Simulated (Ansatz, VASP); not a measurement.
P in VASP and in Ansatz

File INCAR:

```
PREC = Accurate
ENCUT = 520
EDIFF = 1E-7
ISMEAR = 0
SIGMA = 0.15
LREAL = False
LASPH = True
NELM = 60
ALGO = Normal
ISIF = 2
LWAVE = False
LCHARG = True
GGA = PS
LELF = True
LVHAR = True
NBANDS = 12
```

File KPOINTS:

```
regular mesh
0
Gamma
  24 24 12
```

POSCAR

```
P
1.0
    2.3373476768      0.0000000000      0.0056644987
    0.0000000000      2.3372404693      0.0000000000
   -0.0095061187      0.0000000000      5.1763833569
P
2
Direct
    0.0000000000      0.0000000000      0.2500000000
    1.0000000000      0.0000000000      0.7500000000
```

Input for Ansatz:

```yaml
crystal:
  lattice:
    - [2.3373476768, 0.0, 0.0056644987]
    - [0.0, 2.3372404693, 0.0]
    - [-0.0095061187, 0.0, 5.1763833569]
  atoms:
    - { symbol: P, position: [0.0, 0.0, 0.25] }
    - { symbol: P, position: [1.0, 0.0, 0.75] }
basis:
  ecutwfc: 420
kpoints:
  mp_grid: { grid: [24, 24, 12] }
hamiltonian:
  xc: pbesol
scf:
  occupations: { method: gaussian, width: 0.15 }
output:
  forces: true
  stress: true
  eigenvalues: true
```

Change from the starting cell: strain -0.040 along x and y, +0.080 along z, atoms carried along.

Alike in both runs: task single point; functional PBEsol; k mesh 24 × 24 × 12; occupations gaussian, width 0.15 eV; no spin polarisation.

|  | VASP | Ansatz |
| --- | --- | --- |
| version | VASP 6.6.1 | Ansatz 0.2.0 |
| potentials or method | VASP PAW PBE potentials, release 64 (P), cutoff 520 eV | scalar-relativistic, plane waves, PAW |
| valence electrons in the cell | 10 | 10 |

Ansatz gave:

| Quantity | Value |
| --- | --- |
| gap on the k mesh at the Fermi level (eV) | none |
| pressure (GPa) | 2.7 |
| traceless stress, the component that is largest in VASP (GPa) | -13.73 |

Question: Which values does VASP return?

Answer: gap on the k mesh at the Fermi level (eV): none; pressure (GPa): 2.8; traceless stress, the component that is largest in VASP (GPa): -13.71.

VASP's potentials were made for PBE, not for PBEsol. A gap of «none» marks a metal or a gap that the smearing closes.
